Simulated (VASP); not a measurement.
Write the native input for VASP 6.6.1 that does the following.

* Task: electric field gradients
* Functional: PBE
* Potentials or basis: VASP PAW PBE potentials, release 64 (Sb)
* Cutoff: 520 eV
* k mesh: 12 × 12 × 12
* Occupations: fermi-dirac, width 0.05 eV
* Spin: no spin polarisation
* Dipole correction: no
* Further INCAR settings: ALGO = Normal; EDIFF = 1e-08; NBANDS = 8

The structure of Sb lies in POSCAR:

```
Sb
1.0
    0.0000000000      2.2659246546      2.2659246546
    2.2659246546      0.0000000000      2.2659246546
    2.2659246546      2.2659246546      0.0000000000
Sb
1
Direct
    0.0000000000      0.0000000000      0.0000000000
```

This cell differs from its parent crystal: volume scaled by 0.95.

One way to write it, as run:

INCAR

```
SYSTEM = Sb
  PREC = Accurate
  ENCUT = 520
  EDIFF = 1E-8
  ISMEAR = -1
  SIGMA = 0.05
  LREAL = .FALSE.
  LASPH = .TRUE.
  NELM = 80
  ALGO = Normal
  ISIF = 2
  LWAVE = .FALSE.
  LCHARG = .FALSE.
  GGA = PE
  LEFG = .TRUE.
  NBANDS = 8
```

KPOINTS

```
Automatic mesh
0
G
  12 12 12
  0 0 0
```

Potentials or basis: VASP PAW PBE potentials, release 64 (Sb).

Run with:

```sh
$ cat potpaw_PBE.64/Sb/POTCAR > POTCAR
$ mpirun -np 1 vasp_std > vasp.out
```

Results of the run:

```yaml
Pressure: 14.0 GPa
```

Caveat: without QUAD_EFG the Cq values of the log hold for a quadrupole moment of 1 mb, not for the nuclei.

Wall time 7.9 s on 1 thread of Intel(R) Xeon(R) Platinum 8488C (Sapphire Rapids), with other jobs on the host, peak memory 0.14 GiB.
